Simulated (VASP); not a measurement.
The system is GdO.

```
CELL_PARAMETERS angstrom
0.00000 2.70000 2.70000
2.70000 0.00000 2.70000
2.70000 2.70000 0.00000
ATOMIC_POSITIONS crystal
Gd 0.00000 0.00000 0.00000
O 0.75000 0.75000 0.75000
```

Base run:

- Program: VASP 6.6.1
- Functional: r2SCAN50
- Potentials or basis: VASP PAW PBE potentials, release 64 (Gd, O)
- Cutoff: 520 eV
- k mesh: 5 × 5 × 5
- Occupations: fermi-dirac, width 0.05 eV
- Spin: collinear spin, ferromagnetic start
- Starting moments: [7.0, 0.0] μB

Its results: pressure -3.3 GPa; net moment 8.00 μB per cell; site moments Gd +7.05; O +0.05 μB.

Task: The run is repeated on the same cell with these changes: functional from r2SCAN50 to PBE; further incar settings from ALGO = Normal; EDIFF = 1e-07; NBANDS = 23 to ALGO = Normal; EDIFF = 1e-06; NBANDS = 23. What comes out?

Result: Pressure -0.7 GPa; net moment 7.58 μB per cell; site moments Gd +6.88; O -0.01 μB.

Caveats: some runs use coarse meshes; a cell with one magnetic atom can't hold antiferromagnetic order, which such compounds often take; the PAW data sets were made with another functional, which shifts forces and pressure a little (some runs).
